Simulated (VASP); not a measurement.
# InSe (P-1) in VASP: single point with PBEsol

Aim: the single point of InSe with PBEsol.

All numbers are computed with VASP 6.6.1; they aren't measurements. Logs are shortened: lines on timing, memory, paths and dates and some standing lists are left out, and cuts for length are marked.

### Step 1. The cell of the first run

The typed cell holds 4 atoms: a = 6.225 Å, b = 6.223 Å, c = 4.572 Å, α = 109.53°, β = 109.50°, γ = 38.54°.

### Step 2. Single point, PBEsol

INCAR

```
SYSTEM = InSe
PREC     = Accurate       ! precision mode
ENCUT    = 520            ! plane-wave cutoff, eV
EDIFF    = 1E-6           ! SCF threshold, eV
ISMEAR   = 0              ! smearing method
SIGMA    = 0.05           ! smearing width, eV
LREAL    = .FALSE.        ! projectors in reciprocal space
LASPH    = .TRUE.         ! aspherical terms in the spheres
NELM     = 100            ! most SCF steps
ALGO     = Normal         ! electronic algorithm
ISIF     = 2              ! what is computed and relaxed
LWAVE    = .FALSE.        ! write WAVECAR
LCHARG   = .FALSE.        ! write CHGCAR
GGA      = PS             ! functional
NBANDS   = 27             ! bands
```

KPOINTS

```
regular mesh
0
G
  8 8 6
  0 0 0
```

POSCAR

```
InSe
1.0
    5.8762545531     -2.0557844009     -0.0106658162
    5.8749070644      2.0523002479     -0.0125123940
   -1.6099048788     -0.0014462588      4.2796329858
In Se
2 2
Direct
    0.8858338651      0.8859309840      0.0293956146
    0.1141674309      0.1140639268      0.9706098781
    0.6548623509      0.6544386048      0.6376949599
    0.3451363529      0.3455664844      0.3622995473
```

Potentials or basis: VASP PAW PBE potentials, release 64 (In_d, Se).

Launch:

```sh
cat potpaw_PBE.64/In_d/POTCAR potpaw_PBE.64/Se/POTCAR > POTCAR
mpirun -np 1 vasp_std > vasp.out
```

OUTCAR:

```text
SYSTEM = InSe
   PREC = Accurate
   ENCUT = 520
   EDIFF = 1E-6
   ISMEAR = 0
   LREAL = .FALSE.
   LASPH = .TRUE.
   NELM = 100
   ISIF = 2
   GGA = PS

 ion  position               nearest neighbor table
   1  0.886  0.886  0.029-   3 2.67   4 2.70   4 2.70   2 2.79   2 3.72   2 3.73
   2  0.114  0.114  0.971-   4 2.67   3 2.70   3 2.70   1 2.79   1 3.72   1 3.73
   3  0.655  0.654  0.638-   1 2.67   2 2.70   2 2.70
   4  0.345  0.346  0.362-   2 2.67   1 2.70   1 2.70

  LATTYP: Found a triclinic cell.
 ALAT       =     8.6292642788
 B/A-ratio  =     0.4760643726
 C/A-ratio  =     0.5298740535
 COS(alpha) =     0.0006215268
 COS(beta)  =     0.2893262851
 COS(gamma) =     0.7148505042

  Lattice vectors:

 A1 = (  -4.2676971630,   6.1653153085,  -4.2708137474)
 A2 = (  -0.0013474887,   4.1080846488,  -0.0018465778)
 A3 = (   1.6099048788,   0.0014462588,  -4.2796329858)

Analysis of symmetry for initial positions (statically):
=====================================================================
 Subroutine PRICEL returns:
 Original cell was already a primitive cell.

 Routine SETGRP: Setting up the symmetry group for a
 triclinic supercell.

 Subroutine GETGRP returns: Found  1 space group operations
 (whereof  1 operations were pure point group operations)
 out of a pool of  2 trial point group operations.

The static configuration has the point symmetry C_1 .

Analysis of symmetry for dynamics (positions and initial velocities):
=====================================================================
 Subroutine PRICEL returns:
 Original cell was already a primitive cell.

 Routine SETGRP: Setting up the symmetry group for a
 triclinic supercell.

 Subroutine GETGRP returns: Found  1 space group operations
 (whereof  1 operations were pure point group operations)
 out of a pool of  2 trial point group operations.

The dynamic configuration has the point symmetry C_1 .

 Subroutine INISYM returns: Found  1 space group operations
 (whereof  1 operations are pure point group operations),
 and found     1 'primitive' translations

----------------------------------------------------------------------------------------

                                     Primitive cell

  volume of cell :     103.2225
[... 89 lines left out ...]
   LSORBIT =      F    spin-orbit coupling
   LASPH  =      T    aspherical Exc in radial PAW
   ENCUT  =  520.0 eV  38.22 Ry    6.18 a.u.  11.58 11.57  8.50*2*pi/ulx,y,z
   NELM   =    100;   NELMIN=  2; NELMDL= -5     # of ELM steps
   EDIFF  = 0.1E-05   stopping-criterion for ELM
   LREAL  =      F    real-space projection
   EDIFFG = 0.1E-04   stopping-criterion for IOM
   NSW    =      0    number of steps for IOM
   IBRION =     -1    ionic relax: 0-MD 1-quasi-New 2-CG
   NFREE  =      0    steps in history (QN), initial steepest desc. (CG)
   ISIF   =      2    stress and relaxation
   ISYM   =      2    0-nonsym 1-usesym 2-fastsym
   POTIM  = 0.5000    time-step for ionic-motion
   TEBEG  =    0.0;   TEEND  =   0.0 temperature during run
   PSTRESS=    0.0 pullay stress
   NELECT =      38.0000    total number of electrons
   NUPDOWN=      -1.0000    fix difference up-down
   EMIN   =  10.00;   EMAX   =-10.00  energy-range for DOS
   EFERMI =   0.00;   METHOD = LEGACY
   ISMEAR =     0;   SIGMA  =   0.05  broadening in eV -4-tet -1-fermi 0-gaus
   EFERMI_NEDOS =   21; number of points for ismear=-14 and -15
   IALGO  =     38    algorithm
   IMIX   =      4    mixing-type and parameters
     AMIX     =   0.40;   BMIX     =  1.00
     AMIX_MAG =   1.60;   BMIX_MAG =  1.00
  volume/ion in A,a.u.               =      25.81       174.14
  Fermi-wavevector in a.u.,A,eV,Ry     =   1.173306  2.217227 18.730419  1.376647
  Thomas-Fermi vector in A             =   2.309721
   LORBIT       =      0    0 simple, 1 ext, 2 COOP (PROOUT), +10 PAW based schemes
   GGA     = PS    functional components
   LHFCALC =     F    Hartree Fock is set to
   AEXX    =    0.0000 exact exchange contribution
   IVDW    =     0    specifies the selected vdW correction
   LEPSILON=     F    determine dielectric tensor
   LRPA    =     F    only Hartree local field effects (RPA)
 non-spin polarized calculation
 Gauss-broadening in eV      SIGMA  =   0.05
  energy-cutoff  :      520.00
  volume of cell :      103.22
 maximum number of plane-waves:      2808
 NGX is ok and might be reduce to    48
   NGX = 23   NGY = 23   NGZ = 17

 number of electron      37.9999999 magnetization

 Free energy of the ion-electron system (eV)
  ---------------------------------------------------
  ext. energy  EPLUGINS =         0.00000000
  ---------------------------------------------------
  free energy    TOTEN  =       -15.55250180 eV

  energy without entropy =      -15.55250180  energy(sigma->0) =      -15.55250180

 E-fermi :   5.1770     XC(G=0):  -9.8173

 val. band max:        4.9463459939   @ k =  -0.2500  -0.2500   0.3333
 cond. band min:       5.6391989412   @ k =   0.3750   0.3750   0.0000
 fundamental gap:      0.6928529473
 Fermi energy:         5.1770398925

 k-point     1 :       0.0000    0.0000    0.0000
  band No.  band energies     occupation
      1      -9.6922      2.00000
      2      -9.5836      2.00000
      3      -9.3562      2.00000
      4      -9.3422      2.00000
      5      -9.3050      2.00000
      6      -9.2998      2.00000
[... 709 lines left out ...]
     26      11.4239      0.00000
     27      12.2863      0.00000

 [... further k-points ...]

------------------------ aborting loop because EDIFF is reached ----------------------------------------

  FORCE on cell =-STRESS in cart. coord.  units (eV):
  Direction    XX          YY          ZZ          XY          YZ          ZX
  --------------------------------------------------------------------------------------
  -------------------------------------------------------------------------------------
  Total        0.0325880      0.0654381      0.0459972      0.0054424      0.0068110      0.0245894
  in kB        0.5058185      1.0157042      0.7139504      0.0844745      0.1057181      0.3816661
  external PRESSURE =       0.7451577 kB  Pullay stress =       0.0000000 kB

 VOLUME and BASIS-vectors are now :
 -----------------------------------------------------------------------------
  energy-cutoff  :      520.00
  volume of cell :      103.22
      direct lattice vectors                 reciprocal lattice vectors
     5.876254553 -2.055784401 -0.010665816     0.085088781 -0.243380182  0.031926302
     5.874907064  2.052300248 -0.012512394     0.085233560  0.243464849  0.032145289
    -1.609904879 -0.001446259  4.279632986     0.000461259  0.000105261  0.233838448

 POSITION                                       TOTAL-FORCE (eV/Angst)
 -----------------------------------------------------------------------------------
     10.36282     -0.00293      0.10527         0.016485      0.000178     -0.005150
     -0.22160     -0.00201      4.15121        -0.016296     -0.000087      0.004960
      6.66628     -0.00407      2.71393         0.003354      0.000091     -0.016481
      3.47501     -0.00084      1.54250        -0.003543     -0.000182      0.016671
 -----------------------------------------------------------------------------------
    total drift:                                0.000001     -0.000001     -0.000005

  FREE ENERGIE OF THE ION-ELECTRON SYSTEM (eV)
  ---------------------------------------------------
  free  energy   TOTEN  =       -15.5525018009 eV

  energy  without entropy=      -15.5525018009  energy(sigma->0) =      -15.55250180
```

OSZICAR:

```text
N       E                     dE             d eps       ncg     rms          rms(c)
DAV:   1     0.333757508858E+03    0.33376E+03   -0.17671E+04 10584   0.162E+03
DAV:   2     0.231317733986E+02   -0.31063E+03   -0.30137E+03 10639   0.394E+02
DAV:   3    -0.143624285424E+02   -0.37494E+02   -0.36893E+02 13281   0.144E+02
DAV:   4    -0.159648730784E+02   -0.16024E+01   -0.15971E+01 12852   0.299E+01
DAV:   5    -0.160159316738E+02   -0.51059E-01   -0.51050E-01 15343   0.545E+00    0.629E+00
DAV:   6    -0.155864076090E+02    0.42952E+00   -0.79549E-01 14822   0.156E+01    0.373E+00
DAV:   7    -0.155565265573E+02    0.29881E-01   -0.30979E-01 16188   0.472E+00    0.111E+00
DAV:   8    -0.155527028363E+02    0.38237E-02   -0.37567E-02 16038   0.217E+00    0.524E-01
DAV:   9    -0.155525003734E+02    0.20246E-03   -0.43748E-03 15658   0.686E-01    0.176E-01
DAV:  10    -0.155524946999E+02    0.56734E-05   -0.36673E-04 12527   0.148E-01    0.927E-02
DAV:  11    -0.155525058608E+02   -0.11161E-04   -0.11880E-04 15064   0.134E-01    0.262E-02
DAV:  12    -0.155525016642E+02    0.41966E-05   -0.20427E-05 15241   0.484E-02    0.174E-02
DAV:  13    -0.155525018009E+02   -0.13673E-06   -0.18574E-06  8900   0.861E-03
   1 F= -.15552502E+02 E0= -.15552502E+02  d E =-.835390E-13
```

stdout:

```text
POSCAR found type information on POSCAR InSe
 POSCAR found :  2 types and       4 ions
 scaLAPACK will be used
 -----------------------------------------------------------------------------
|                                                                             |
|                                                                             |
|     You enforced a specific xc type in the INCAR file but a different       |
|     I HOPE YOU KNOW WHAT YOU ARE DOING!                                     |
|                                                                             |
 -----------------------------------------------------------------------------

 LDA part: xc-table for (Slater+PW92), standard interpolation
 POSCAR, INCAR and KPOINTS ok, starting setup
 FFT: planning ... GRIDC
 FFT: planning ... GRID_SOFT
 FFT: planning ... GRID
 WAVECAR not read
 entering main loop
```

It took 4.9 min on 1 thread of AMD EPYC 9R45 (Zen 5), shared host; peak memory 0.58 GiB.

Results:

| Quantity | Value |
| --- | --- |
| Free energy | -15.5525 eV |
| Pressure | 0.1 GPa |
| Largest force | 0.017 eV/Å |
| Band gap on the k mesh | 0.69 eV (least direct gap 1.05 eV) |

Forces on the atoms (eV/Å):
```
In   0.016  0.000 -0.005
In  -0.016  0.000  0.005
Se   0.003  0.000 -0.016
Se  -0.004  0.000  0.017
```

Levels at points of the mesh, in eV from the valence-band top:
```
           k point  band 15  band 16  band 17  band 18  band 19  band 20  band 21  band 22  band 23  band 24
(0.00, 0.00, 0.00)    -3.76    -2.68    -2.40    -1.90    -1.54     2.59     3.32     3.82     4.94     5.16
(0.50, 0.00, 0.00)    -2.55    -2.16    -1.72    -1.53    -1.20     1.52     2.39     3.17     3.35     4.28
(0.00, 0.50, 0.00)    -2.54    -2.16    -1.72    -1.52    -1.20     1.52     2.39     3.17     3.36     4.29
(0.50, 0.50, 0.00)    -2.88    -2.58    -1.27    -0.92    -0.45     1.01     2.60     2.64     4.36     5.82
(0.00, 0.00, 0.50)    -2.09    -1.91    -1.78    -1.29    -0.27     0.79     2.30     3.33     3.36     5.51
(0.50, 0.00, 0.50)    -4.03    -3.47    -2.75    -2.51    -1.92     2.06     3.01     4.20     4.39     6.79
(0.00, 0.50, 0.50)    -4.04    -3.47    -2.75    -2.52    -1.91     2.07     3.02     4.21     4.40     6.78
(0.50, 0.50, 0.50)    -2.63    -1.66    -1.62    -1.24    -0.44     1.95     2.92     3.05     3.88     4.90
```

Caveat: semilocal functionals underestimate gaps, and a narrow one can read as zero; the PAW data sets were made with another functional, which shifts forces and pressure a little; spin-orbit coupling is left out, which moves the levels of the heavy elements. A k mesh can miss the band edges.
